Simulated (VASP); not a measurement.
# O (Fmmm) in VASP: a series of runs, part 2 of 2

VASP 6.6.1. Earlier steps stand in the parts before.

### 3 Single point, LDA (10.19 Å³/atom)

The input, INCAR:

```
SYSTEM = O
PREC = Accurate
ENCUT = 520
EDIFF = 1E-6
ISMEAR = 0
SIGMA = 0.15
LREAL = .FALSE.
LASPH = .TRUE.
NELM = 100
ALGO = Normal
ISIF = 2
LWAVE = .FALSE.
LCHARG = .FALSE.
GGA = CA
NBANDS = 13
```

The input, KPOINTS:

```
Automatic mesh
0
G
  22 22 22
  0 0 0
```

The input, POSCAR:

```
O
1.0
    0.0000000000      1.6078507950      3.9653572488
    1.5974709474      0.0000000000      3.9653572488
    1.5974709474      1.6078507950      0.0000000000
O
2
Direct
    0.0808467867      0.0808467867      0.9191532133
    0.9191532133      0.9191532133      0.0808467867
```

Potentials or basis: VASP PAW LDA potentials, release 64 (O).

On the command line:

```sh
cat potpaw_LDA.64/O/POTCAR > POTCAR
mpirun -np 1 vasp_std > vasp.out
```

OUTCAR:

```text
SYSTEM = O
   PREC = Accurate
   ENCUT = 520
   EDIFF = 1E-6
   ISMEAR = 0
   LREAL = .FALSE.
   LASPH = .TRUE.
   NELM = 100
   ISIF = 2
   GGA = CA

 ion  position               nearest neighbor table
   1  0.081  0.081  0.919-   2 1.28
   2  0.919  0.919  0.081-   1 1.28

  LATTYP: Found a face centered orthorhombic cell.
 ALAT       =     3.1949418948
 B/A-ratio  =     1.0064976754
 C/A-ratio  =     2.4822719031

  Lattice vectors:
[... 560 lines left out ...]
      5      -2.3974      2.00000
      6      -2.0091      2.00000
      7       2.7370      0.00000
      8       8.3724      0.00000
      9      15.3902      0.00000
     10      16.1162      0.00000
     11      19.5414      0.00000
     12      20.7611      0.00000
     13      27.1376      0.00000

 [... further k-points ...]
[... 5 lines left out ...]
  --------------------------------------------------------------------------------------
  -------------------------------------------------------------------------------------
  Total        0.3423881      0.3385867     -5.3431252     -0.0000000      0.0000000      0.0000000
  in kB       26.9301178     26.6311179   -420.2569535     -0.0000000      0.0000000      0.0000000
  external PRESSURE =    -122.2319060 kB  Pullay stress =       0.0000000 kB

 VOLUME and BASIS-vectors are now :
 -----------------------------------------------------------------------------
  energy-cutoff  :      520.00
  volume of cell :       20.37
      direct lattice vectors                 reciprocal lattice vectors
     0.000000000  1.607850795  3.965357249    -0.312994738  0.310974129  0.126092044
     1.597470947  0.000000000  3.965357249     0.312994738 -0.310974129  0.126092044
     1.597470947  1.607850795  0.000000000     0.312994738  0.310974129 -0.126092044

 POSITION                                       TOTAL-FORCE (eV/Angst)
 -----------------------------------------------------------------------------------
      1.59747      1.60785      0.64117         0.000000      0.000000     -3.987604
      1.59747      1.60785      7.28954         0.000000      0.000000      3.987604
 -----------------------------------------------------------------------------------
    total drift:                                0.000000     -0.000000      0.000000

  FREE ENERGIE OF THE ION-ELECTRON SYSTEM (eV)
  ---------------------------------------------------
  free  energy   TOTEN  =       -10.8961774876 eV

  energy  without entropy=      -10.8863107554  energy(sigma->0) =      -10.89124412
```

OSZICAR:

```text
N       E                     dE             d eps       ncg     rms          rms(c)
DAV:   1     0.348733982644E+02    0.34873E+02   -0.65949E+03 40659   0.872E+02
DAV:   2    -0.996016334656E+01   -0.44834E+02   -0.42645E+02 49617   0.184E+02
DAV:   3    -0.111917489758E+02   -0.12316E+01   -0.12244E+01 47260   0.274E+01
DAV:   4    -0.111950149610E+02   -0.32660E-02   -0.32659E-02 45265   0.169E+00
DAV:   5    -0.111950261973E+02   -0.11236E-04   -0.11236E-04 48070   0.912E-02    0.432E+00
DAV:   6    -0.109539892643E+02    0.24104E+00   -0.24046E-01 43820   0.420E+00    0.227E+00
DAV:   7    -0.108961819893E+02    0.57807E-01   -0.19065E-01 46305   0.373E+00    0.444E-01
DAV:   8    -0.108962721747E+02   -0.90185E-04   -0.16892E-02 42320   0.105E+00    0.543E-02
DAV:   9    -0.108961789804E+02    0.93194E-04   -0.52016E-04 43995   0.193E-01    0.266E-02
DAV:  10    -0.108961782290E+02    0.75148E-06   -0.16826E-05 47585   0.409E-02    0.603E-03
DAV:  11    -0.108961774876E+02    0.74140E-06   -0.38775E-06 43675   0.165E-02
   1 F= -.10896177E+02 E0= -.10891244E+02  d E =-.986673E-02
```

Run time: 3.5 min. Hardware: 1 thread of Intel Xeon Platinum 8488C (Sapphire Rapids), shared host; peak memory 0.38 GiB.

What came out:

```yaml
Free_energy: -10.8962 eV
Pressure: -12.2 GPa
Largest_force: 3.988 eV/Å
Band_gap_on_the_k_mesh: zero (bands 6 and 7 overlap by 3.23 eV)
```

Forces in eV/Å, atoms in the order of the input:
```
O    0.000  0.000 -3.988
O    0.000  0.000  3.988
```

Caveat: spin is off for a triplet molecule; the stress differs along the axes, from -42 to 3 GPa; forces of over 1 eV/Å act on the atoms, so gaps and moduli don't describe the material at rest.

### 4 Single point, LDA (10.70 Å³/atom)

This run uses another cell than the first one, of 10.70 Å³/atom.

The input, INCAR:

```
SYSTEM = O
PREC = Accurate
ENCUT = 520
EDIFF = 1E-6
ISMEAR = 0
SIGMA = 0.15
LREAL = .False.
LASPH = .True.
NELM = 80
ALGO = Normal
ISIF = 2
LWAVE = .False.
LCHARG = .False.
GGA = CA
NBANDS = 13
```

The input, KPOINTS:

```
Automatic mesh
0
Gamma
  22 22 22
  0 0 0
```

The input, POSCAR:

```
O
1.0
    0.0000000000      1.7015929804      3.7198529289
    1.6906079588      0.0000000000      3.7198529289
    1.6906079588      1.7015929804      0.0000000000
O
2
Direct
    0.0808467867      0.0808467867      0.9191532133
    0.9191532133      0.9191532133      0.0808467867
```

On the command line:

```sh
cat potpaw_LDA.64/O/POTCAR > POTCAR
mpirun -np 1 vasp_std > vasp.out
```

Wall time 5.6 min (1 thread of Intel Xeon Platinum 8488C (Sapphire Rapids), shared host); peak memory 0.39 GiB.

It converged, with:

```yaml
Free_energy: -10.9926 eV
Pressure: -1.6 GPa
Largest_force: 1.266 eV/Å
Band_gap_on_the_k_mesh: zero (bands 6 and 7 overlap by 2.53 eV)
```

Forces in eV/Å, atoms in the order of the input:
```
O    0.000  0.000  1.266
O    0.000  0.000 -1.266
```

Stress tensor (GPa, compression positive):
```
-7.58  0.00  0.00
 0.00 -7.71  0.00
 0.00  0.00 10.38
```

Levels at points of the mesh, in eV from the Fermi level:
```
           k point  band 2  band 3  band 4  band 5  band 6  band 7  band 8  band 9  band 10  band 11
(0.00, 0.00, 0.00)  -14.21   -8.97   -5.34   -5.32    1.30    1.32    9.71   10.84    12.60    18.38
(0.50, 0.00, 0.00)  -13.49   -9.48   -7.26   -4.95   -1.92    1.71    9.52   14.67    15.01    17.60
(0.50, 0.50, 0.00)  -15.02   -7.39   -5.40   -5.39    1.48    1.49    6.68    9.88    13.96    18.57
(0.50, 0.00, 0.50)  -12.51   -8.56   -8.35   -6.47   -1.32   -0.82   10.55   10.64    17.17    17.40
(0.00, 0.50, 0.50)  -12.52   -8.52   -8.39   -6.45   -1.35   -0.79   10.54   10.61    17.32    17.39
```

Caveat: the standard files for N, O and F lose accuracy on very short bonds; spin is off for a triplet molecule; the stress differs along the axes, from -8 to 10 GPa; forces of over 1 eV/Å act on the atoms, so gaps and moduli don't describe the material at rest.

### 5 Summary

```csv
cell,gap on the mesh (eV),pressure (GPa),largest force (eV/Å)
"a = 3.946, b = 3.941, c = 2.391 Å, angles 72.5, 72.2, 35.3°, 2 atoms",none,14.8,6.60
"a = 4.279, b = 4.275, c = 2.267 Å, angles 74.7, 74.5, 30.7°, 2 atoms",none,-12.2,3.99
"a = 4.091, b = 4.086, c = 2.399 Å, angles 73.0, 72.8, 34.1°, 2 atoms",none,-1.6,1.27
```

Alike in all rows: task single point; level LDA; potentials or basis VASP PAW LDA potentials, release 64 (O); no spin polarisation; k mesh 22 × 22 × 22; cutoff (eV) 520; smearing gaussian 0.15 eV.

Caveats: spin is off for a triplet molecule; forces of over 1 eV/Å act on the atoms, so gaps and moduli don't describe the material at rest; the standard files for N, O and F lose accuracy on very short bonds (at least some runs); the stress differs along the axes, from -8 to 60 GPa (at least some runs); the stress differs along the axes, from -42 to 3 GPa (at least some runs); the stress differs along the axes, from -8 to 10 GPa (at least some runs).

Absolute energies hang on the potentials; compare differences alone.
